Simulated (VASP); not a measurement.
# GaSi62 (a cell with a defect) in VASP: a series of runs, part 2 of 2

VASP 6.6.1. Earlier steps stand in the parts before.

### 3 Single point, PBE, collinear spin

Input file INCAR:

```
PREC     = Accurate       # precision mode
ENCUT    = 520            # plane-wave cutoff, eV
EDIFF    = 1E-7           # SCF threshold, eV
ISMEAR   = -1             # smearing method
SIGMA    = 0.02           # smearing width, eV
LREAL    = Auto         
LASPH    = True           # aspherical terms in the spheres
NELM     = 150            # most SCF steps
ALGO     = Normal         # electronic algorithm
ISIF     = 2              # what is computed and relaxed
LWAVE    = False          # write WAVECAR
LCHARG   = False          # write CHGCAR
ISPIN    = 2              # spin polarisation
MAGMOM   = 0 0 0 0 0 0 0 0 0 0 0 0 0 0 0 0 0 0 0 0 0 0 0 0 0 0 0 0 0 0 0.13 0.13 0 0 0 0 0 0.13 0 0 0 0 0 0 0 0 0 0 0 0 0 0 0 0 0 0 0 0 0 0 0 0 0 # initial moments
LORBIT   = 11             # projections on sites
GGA      = PE             # functional
NBANDS   = 172            # bands
NELECT   = 263.0
```

Input file KPOINTS:

```
regular mesh
0
Gamma
  1 1 1
```

Input file POSCAR:

```
GaSi62
1.0
   10.8600000000      0.0000000000      0.0000000000
    0.0000000000     10.8600000000      0.0000000000
    0.0000000000      0.0000000000     10.8600000000
Si Ga
62 1
Direct
    0.5000407919     -0.0000395028     -0.0005539595
    0.6236348987      0.1264948435      0.1262120626
    0.7499316759      0.2496564457      0.0007535912
    0.8757130755      0.3746975138      0.1266478821
    0.7501861878      0.0012788214      0.2493629834
    0.8759375691      0.1274558011      0.3741534991
    0.0010984346      0.0006139042      0.0001178637
    0.1226508287      0.1295598527      0.1291752302
    0.2486776243      0.2512302947      0.0018069982
    0.3701711786      0.3774103131      0.1291828729
    0.4992692449      0.4989227440      0.0001461326
    0.6234429098      0.6257141805      0.1235993554
    0.7502208103      0.7496353591     -0.0016357274
    0.8741491713      0.8765215470      0.1234466851
    0.2487021179      0.0022900552      0.2508785451
    0.3703309392      0.1297381215      0.3768595764
    0.4976651934      0.2513258748      0.2507116022
    0.6248768877      0.3749110497      0.3743741252
    0.7477543278      0.5000674954      0.2470908840
    0.8753707182      0.6247132597      0.3664061694
    0.4994066298      0.0007337017      0.4983615101
    0.6235439227      0.1239992634      0.6253383057
    0.7477108656      0.2475882136      0.4995921731
    0.8752589319      0.3671020258      0.6241360037
    0.7503059853     -0.0011102210      0.7493605893
    0.8742811234      0.1241253223      0.8760359116
    0.0001673112      0.4999124309      0.0000153775
    0.1253909761      0.6239981584      0.1270423573
    0.2501629834      0.7497951197      0.0008673112
    0.3732679558      0.8764411602      0.1260345304
    0.0039613260      0.2586685083      0.2578337937
    0.2412893186      0.4957453039      0.2585212707
    0.3727204420      0.6242703499      0.3741010129
    0.4987073665      0.7500657459      0.2491156538
    0.6255948435      0.8744277164      0.3734636280
    0.0000480663      0.0005241252      0.4994496317
    0.1253627072      0.1271316759      0.6238403315
    0.2411607735      0.2584305709      0.4955059853
    0.3725124309      0.3746709945      0.6235162063
    0.4994350829      0.4998671271      0.4993049724
    0.6265935543      0.6244768877      0.6241501842
    0.7519282689      0.7479005525      0.4976520258
    0.8752131676      0.8734421731      0.6241021179
    0.2503233886      0.0011831492      0.7496305709
    0.3734724678      0.1266998158      0.8758669429
    0.4986619705      0.2498135359      0.7492460405
    0.6254418969      0.3739318600      0.8739314917
    0.7519723757      0.4981241252      0.7476372928
    0.8754323204      0.6246590239      0.8728751381
   -0.0000777164      0.7523426335      0.2470116022
    0.1250184162      0.8751418048      0.3744650092
    0.1331757827      0.6246115101      0.6241444751
    0.2524186924      0.7523048803      0.4995192449
    0.3759182320      0.8766124309      0.6251789134
   -0.0000896869      0.2476431860      0.7516846225
    0.1250829650      0.3748895948      0.8746294659
    0.2524763352      0.5000670350      0.7518567219
    0.3759962247      0.6258870166      0.8760029466
    0.5011069982      0.7497675875      0.7490615101
    0.6256386740      0.8742780847      0.8738168508
    0.0018473297      0.7480027624      0.7473430018
    0.1259996317      0.8742860958      0.8739654696
    0.0011268877      0.4990076427      0.4983820442
```

Potentials or basis: VASP PAW PBE potentials, release 64 (Si, Ga_d).

Launch:

```sh
cat potpaw_PBE.64/Si/POTCAR potpaw_PBE.64/Ga_d/POTCAR > POTCAR
mpirun -np 1 vasp_gam > vasp.out
```

Run time: 12 min. Hardware: 1 thread of Intel Xeon 6975P-C (Granite Rapids), shared host; peak memory 1.4 GiB.

It converged, with:

```
Free energy                                           : -317.5798 eV
Largest force                                         : 0.023 eV/Å
Net moment                                            : 2.88 μB per cell
Site moments                                          : Si +0.01, +0.02, +0.00, -0.00, +0.13 (each value once); Ga +0.02 μB
Valence electrons inside the program's atomic spheres : Si 1.70, 1.69, 1.71, 1.65 (each value once); Ga 11.68
```

Forces in eV/Å, atoms in the order of the input:
```
Si  -0.001  0.002 -0.001
Si  -0.001  0.004  0.002
Si  -0.002 -0.001  0.002
Si  -0.008 -0.002 -0.010
Si  -0.003 -0.003 -0.003
Si  -0.008 -0.010  0.000
Si   0.000 -0.001  0.000
Si   0.001 -0.005 -0.008
Si   0.004 -0.001  0.001
Si   0.009 -0.002 -0.006
Si   0.000  0.001  0.002
Si   0.001  0.005 -0.003
Si   0.000 -0.001  0.005
Si  -0.005  0.002  0.002
Si   0.003  0.004 -0.002
Si   0.006 -0.006 -0.001
Si  -0.004 -0.001 -0.004
Si  -0.006 -0.004  0.001
Si  -0.011 -0.002 -0.009
Si   0.001  0.003  0.013
Si  -0.001 -0.002  0.004
Si   0.000  0.001  0.003
Si  -0.007 -0.005 -0.004
Si   0.003  0.007 -0.002
Si  -0.001  0.003 -0.002
Si  -0.005  0.000 -0.001
Si   0.005 -0.003  0.002
Si   0.001  0.006 -0.010
Si   0.003  0.000  0.000
Si  -0.003  0.000  0.002
Si   0.005  0.004  0.007
Si  -0.005 -0.001  0.001
Si   0.011  0.005 -0.003
Si   0.002 -0.001  0.002
Si   0.002 -0.003  0.000
Si   0.004  0.005 -0.004
Si  -0.001 -0.009  0.006
Si  -0.001  0.006 -0.006
Si   0.011 -0.002  0.007
Si  -0.002  0.002 -0.001
Si  -0.004  0.001  0.000
Si  -0.004  0.004  0.006
Si   0.005 -0.004 -0.002
Si   0.001 -0.002  0.000
Si  -0.004  0.001  0.000
Si   0.002 -0.001  0.003
Si   0.004 -0.002 -0.003
Si  -0.003  0.008  0.002
Si   0.002  0.001  0.003
Si   0.000  0.007 -0.011
Si   0.001  0.006 -0.001
Si  -0.017  0.001  0.002
Si   0.008  0.008  0.000
Si   0.000  0.000  0.006
Si   0.001 -0.007  0.009
Si   0.001  0.000  0.008
Si   0.008 -0.002  0.006
Si  -0.001  0.003 -0.002
Si  -0.003 -0.001  0.003
Si   0.002 -0.002 -0.002
Si  -0.009  0.003  0.003
Si   0.000 -0.002 -0.002
Ga   0.012 -0.014 -0.012
```

Levels at points of the mesh, in eV from the Fermi level:
Spin up:
| k point | band 130 | band 131 | band 132 | band 133 | band 134 | band 135 | band 136 | band 137 |
| --- | --- | --- | --- | --- | --- | --- | --- | --- |
| (0.00, 0.00, 0.00) | -0.85 | -0.13 | -0.13 | -0.03 | 0.05 | 0.05 | 0.10 | 0.12 |
Spin down:
```csv
k point,band 128,band 129,band 130,band 131,band 132,band 133
"(0.00, 0.00, 0.00)",-0.87,-0.87,-0.83,0.08,0.08,0.10
```

Caveat: the k points lie up to 0.58 Å⁻¹ apart; the cell carries a net charge on a neutralising background, which shifts energy and pressure; the cell is charged against a uniform background, so pressure and absolute levels hang on convention.
